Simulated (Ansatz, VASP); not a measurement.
**Sc2Cu3: VASP beside Ansatz**

The input INCAR:

```
SYSTEM = Sc2Cu3
ALGO = Fast
EDIFF = 1E-6
EDIFFG = -0.04
ENCUT = 600
GGA = PE
IBRION = 2
ISIF = 3
ISMEAR = 0
LASPH = .True.
LCHARG = .False.
LREAL = .False.
LWAVE = .False.
NELM = 80
NSW = 90
PREC = Accurate
SIGMA = 0.1
```

The input KPOINTS:

```
k-points
0
Gamma
  6 6 4
  0 0 0
```

The input POSCAR:

```
Sc2Cu3
1.0
    4.8232937700      0.0000000000      0.0000000000
   -2.4116468900      4.1770949400      0.0000000000
    0.0000000000      0.0000000000      4.4473779200
Sc Cu
2 3
Direct
    0.3333333300      0.6666666700      0.5000000000
    0.6666666700      0.3333333300      0.5000000000
    0.3333333300      0.6666666700      0.0000000000
    0.6666666700      0.3333333300      0.0000000000
    0.0000000000      0.0000000000      0.5000000000
```

Input for Ansatz:

```yaml
crystal:
  lattice:
    - [4.82329377, 0.0, 0.0]
    - [-2.41164689, 4.17709494, 0.0]
    - [0.0, 0.0, 4.44737792]
  atoms:
    - { symbol: Sc, position: [0.33333333, 0.66666667, 0.5] }
    - { symbol: Sc, position: [0.66666667, 0.33333333, 0.5] }
    - { symbol: Cu, position: [0.33333333, 0.66666667, 0.0] }
    - { symbol: Cu, position: [0.66666667, 0.33333333, 0.0] }
    - { symbol: Cu, position: [0.0, 0.0, 0.5] }
basis:
  ecutwfc: 420
kpoints:
  mp_grid: { grid: [6, 6, 4] }
hamiltonian:
  xc: pbe
scf:
  occupations: { method: gaussian, width: 0.1 }
  lower_state_search: "off"
output:
  forces: true
  stress: true
  eigenvalues: true
relax:
  adjacent_minimum: "off"
  f_tol: 0.04
  max_steps: 70
  cell: { stress_tol: 0.4 }
```

Alike in both runs: task relaxation of cell and atoms; functional PBE; k mesh 6 × 6 × 4; occupations gaussian, width 0.1 eV; no spin polarisation.

|  | VASP | Ansatz |
| --- | --- | --- |
| version | VASP 6.6.1 | Ansatz 0.2.0 |
| potentials or method | VASP PAW PBE potentials, release 64 (Sc_sv, Cu), cutoff 600 eV | scalar-relativistic, plane waves, PAW |
| valence electrons in the cell | 55 | 79 |

```csv
,VASP,Ansatz,Ansatz less VASP
"gap on the k mesh at the Fermi level, each at its own relaxed structure (eV)",none,none,-
relaxed volume (Å³/atom),20.73,20.55,-0.180
relaxed length of the cell vector where the two differ most in proportion (Å),5.143,5.121,-0.0215
```

A gap of «none» marks a metal or a gap that the smearing closes. VASP's potentials hold 55 valence electrons a cell and Ansatz's 79, so a difference there can come from the potentials and not from the codes.

Noted on VASP's run: the volume moved by over 15 % at a fixed basis, so the end points are rough.
